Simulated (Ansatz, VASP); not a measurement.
BN in VASP and in Ansatz

Contents of INCAR:

```
SYSTEM = BN
PREC = Accurate
ENCUT = 520
EDIFF = 1E-6
ISMEAR = -1
SIGMA = 0.02
LREAL = .FALSE.
LASPH = .TRUE.
NELM = 80
ALGO = Normal
ISIF = 2
LWAVE = .FALSE.
LCHARG = .TRUE.
GGA = PE
LELF = .TRUE.
LVHAR = .TRUE.
NBANDS = 11
```

KPOINTS

```
regular mesh
0
G
  11 11 11
  0 0 0
```

Contents of POSCAR:

```
BN
1.0
    0.0000000000      1.7768584873      1.7768584873
    1.7768584873      0.0000000000      1.7768584873
    1.7768584873      1.7768584873      0.0000000000
B N
1 1
Direct
    0.0000000000      0.0000000000      0.0000000000
    0.7500000000      0.7500000000      0.7500000000
```

Input for Ansatz:

```yaml
crystal:
  lattice:
    - [0.0, 1.7768584873, 1.7768584873]
    - [1.7768584873, 0.0, 1.7768584873]
    - [1.7768584873, 1.7768584873, 0.0]
  atoms:
    - { symbol: B, position: [0.0, 0.0, 0.0] }
    - { symbol: "N", position: [0.75, 0.75, 0.75] }
kpoints:
  mp_grid: { grid: [11, 11, 11] }
scf:
  occupations: { method: fermi_dirac, width: 0.02 }
hamiltonian:
  xc: pbe
  pseudopotentials: { kind: all_electron, lapw: { basis_error: 0.0005 } }
output:
  forces: true
  stress: true
  eigenvalues: true
```

Change from the starting cell: volume scaled by 0.95.

Alike in both runs: task single point; functional PBE; k mesh 11 × 11 × 11; occupations fermi-dirac, width 0.02 eV; no spin polarisation.

```csv
,VASP,Ansatz
version,VASP 6.6.1,Ansatz 0.2.0
potentials or method,"VASP PAW PBE potentials, release 64 (B, N), cutoff 520 eV","all-electron LAPW, scalar-relativistic"
```

```csv
,VASP,Ansatz,Ansatz less VASP
gap on the k mesh at the Fermi level (eV),4.62,4.63,+0.010
pressure (GPa),25.0,24.6,-0.42
```

Ansatz ran all-electron here, and VASP with PAW potentials.
